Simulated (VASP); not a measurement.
Wanted: the native input for a VASP 6.6.1 run.

```
Task                   : single point
Functional             : PBE
Potentials or basis    : VASP PAW PBE potentials, release 64 (Mg, S)
Cutoff                 : 600 eV
k mesh                 : 6 × 6 × 2
Occupations            : gaussian, width 0.1 eV
Spin                   : no spin polarisation
Dipole correction      : no
Further INCAR settings : ALGO = Normal; EDIFF = 1e-06; NBANDS = 16
```

The structure of MgS lies in POSCAR:

```
MgS
1.0
    4.0346224068      0.0000000000      0.0000000000
   -2.0173112034      3.4940854990      0.0000000000
    0.0000000000      0.0000000000      6.4322941800
Mg S
2 2
Direct
    0.6666666667      0.3333333333      0.4957548500
    0.3333333333      0.6666666667      0.9957548500
    0.3333333333      0.6666666667      0.3792441500
    0.6666666667      0.3333333333      0.8792441500
```

One way to write it, as run:

INCAR

```
SYSTEM = MgS
PREC = Accurate ; ENCUT = 600
EDIFF = 1E-6 ; ISMEAR = 0
SIGMA = 0.1 ; LREAL = .False.
LASPH = .True. ; NELM = 120
ALGO = Normal ; ISIF = 2
LWAVE = .False. ; LCHARG = .False.
GGA = PE ; NBANDS = 16
GGA_COMPAT = .False.
```

KPOINTS

```
regular mesh
0
Gamma
  6 6 2
  0 0 0
```

Potentials or basis: VASP PAW PBE potentials, release 64 (Mg, S).

Launch:

```sh
$ cat potpaw_PBE.64/Mg/POTCAR potpaw_PBE.64/S/POTCAR > POTCAR
$ mpirun -np 1 vasp_std > vasp.out
```

It gave:

The pressure is 0.9 GPa, the largest force is 0.049 eV/Å and the band gap on the k mesh is 3.43 eV.

Caveat: the k points lie up to 0.49 Å⁻¹ apart.

It took 38 s on 1 thread of Intel(R) Xeon(R) Platinum 8175M CPU @ 2.50GHz (Skylake/Cascade Lake), with other jobs on the host, peak memory 0.23 GiB.
